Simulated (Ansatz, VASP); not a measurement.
## Sc in VASP and in Ansatz

File INCAR:

```
  PREC = Accurate
  ENCUT = 520
  EDIFF = 1E-7
  ISMEAR = -1
  SIGMA = 0.03
  LREAL = F
  LASPH = T
  NELM = 100
  ALGO = Normal
  ISIF = 2
  LWAVE = F
  LCHARG = F
  GGA = PE
  NBANDS = 12
```

File KPOINTS:

```
regular mesh
0
Gamma
  12 12 12
```

POSCAR

```
Sc
1.0
    0.0000000000      2.2320095133      2.2320095133
    2.2320095133      0.0000000000      2.2320095133
    2.2320095133      2.2320095133      0.0000000000
Sc
1
Direct
    0.0000000000      0.0000000000      0.0000000000
```

Input for Ansatz:

```yaml
crystal:
  lattice:
    - [0.0, 2.2320095133, 2.2320095133]
    - [2.2320095133, 0.0, 2.2320095133]
    - [2.2320095133, 2.2320095133, 0.0]
  atoms:
    - { symbol: Sc, position: [0.0, 0.0, 0.0] }
kpoints:
  mp_grid: { grid: [12, 12, 12] }
scf:
  occupations: { method: fermi_dirac, width: 0.03 }
hamiltonian:
  xc: pbe
  pseudopotentials: { kind: all_electron, lapw: { basis_error: 0.00025 } }
output:
  forces: true
  stress: true
  eigenvalues: true
```

Change from the starting cell: volume scaled by 0.95.

Alike in both runs: task single point; functional PBE; k mesh 12 × 12 × 12; occupations fermi-dirac, width 0.03 eV; no spin polarisation.

|  | VASP | Ansatz |
| --- | --- | --- |
| version | VASP 6.6.1 | Ansatz 0.2.0 |
| potentials or method | VASP PAW PBE potentials, release 64 (Sc_sv), cutoff 520 eV | all-electron LAPW, scalar-relativistic |

|  | VASP | Ansatz | Ansatz less VASP |
| --- | --- | --- | --- |
| pressure (GPa) | 6.3 | 6.3 | -0.05 |

Ansatz ran all-electron here, and VASP with PAW potentials.
